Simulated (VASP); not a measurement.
Input of a VASP 6.6.1 run:

Contents of INCAR:

```
SYSTEM = TiCo3
PREC     = Accurate       ! precision mode
ENCUT    = 520            ! plane-wave cutoff, eV
EDIFF    = 1E-6           ! SCF threshold, eV
ISMEAR   = 0              ! smearing method
SIGMA    = 0.15           ! smearing width, eV
LREAL    = .False.        ! projectors in reciprocal space
LASPH    = .True.         ! aspherical terms in the spheres
NELM     = 150            ! most SCF steps
ALGO     = Normal         ! electronic algorithm
ISIF     = 2              ! what is computed and relaxed
LWAVE    = .False.        ! write WAVECAR
LCHARG   = .False.        ! write CHGCAR
ISPIN    = 2              ! spin polarisation
MAGMOM   = 0.1 0.22 0.22 0.22 ! initial moments
LORBIT   = 11             ! projections on sites
NUPDOWN  = 0.76           ! fixed moment
LMAXMIX  = 4              ! l up to which the mixer works
GGA      = PS             ! functional
NBANDS   = 32             ! bands
```

File KPOINTS:

```
regular mesh
0
Gamma
  12 12 12
  0 0 0
```

File POSCAR:

```
TiCo3
1.0
    3.5280257688      0.0000000000      0.0000000000
    0.0000000000      3.5280257688      0.0000000000
    0.0000000000      0.0000000000      3.5280257688
Ti Co
1 3
Direct
    0.0000000000      0.0000000000      0.0000000000
    0.0000000000      0.5000000000      0.5000000000
    0.5000000000      0.0000000000      0.5000000000
    0.5000000000      0.5000000000      0.0000000000
```

Potentials or basis: VASP PAW PBE potentials, release 64 (Ti_sv, Co).

The run is started by

```sh
$ cat potpaw_PBE.64/Ti_sv/POTCAR potpaw_PBE.64/Co/POTCAR > POTCAR
$ mpirun -np 1 vasp_std > vasp.out
```

Predict the pressure.

-0.4 GPa.

Caveat: the PAW data sets were made with another functional, which shifts forces and pressure a little; the total moment is fixed, so each spin has its own Fermi level and the state may be an excited one.
